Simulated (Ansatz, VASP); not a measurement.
## Two plane-wave programs on InSb

```
CELL_PARAMETERS angstrom
5.35700 0.00000 0.00000
0.00000 5.71200 0.00000
0.00000 0.00000 3.15489
ATOMIC_POSITIONS crystal
In 0.00000 0.00000 0.13249
In 0.50000 0.50000 0.86751
Sb 0.50000 0.00000 0.69240
Sb 0.00000 0.50000 0.30760
```

Change from the starting cell: z stretched by +3 %, ions relaxed.

Alike in both runs: functional PBE; k mesh 9 × 8 × 15; occupations fermi-dirac, width 0.05 eV; no spin polarisation.

Ansatz relaxed the structure, and its values are those at the end. VASP's run is a single point on that final structure, the one shown.

|  | VASP | Ansatz |
| --- | --- | --- |
| version | VASP 6.6.1 | Ansatz 0.2.0 |
| potentials or method | VASP PAW PBE potentials, release 64 (In_d, Sb) | plane-wave PAW, scalar-relativistic |
| plane-wave cutoff (eV) | 520 | 420 |
| valence electrons in the cell | 36 | 56 |

|  | VASP | Ansatz | Ansatz less VASP |
| --- | --- | --- | --- |
| pressure (GPa) | 10.4 | 10.4 | +0.02 |

VASP's potentials hold 36 valence electrons a cell and Ansatz's 56, so a difference there can come from the potentials and not from the codes. Ansatz's warnings: stress scf threshold loose.

Spin-orbit coupling is off throughout.
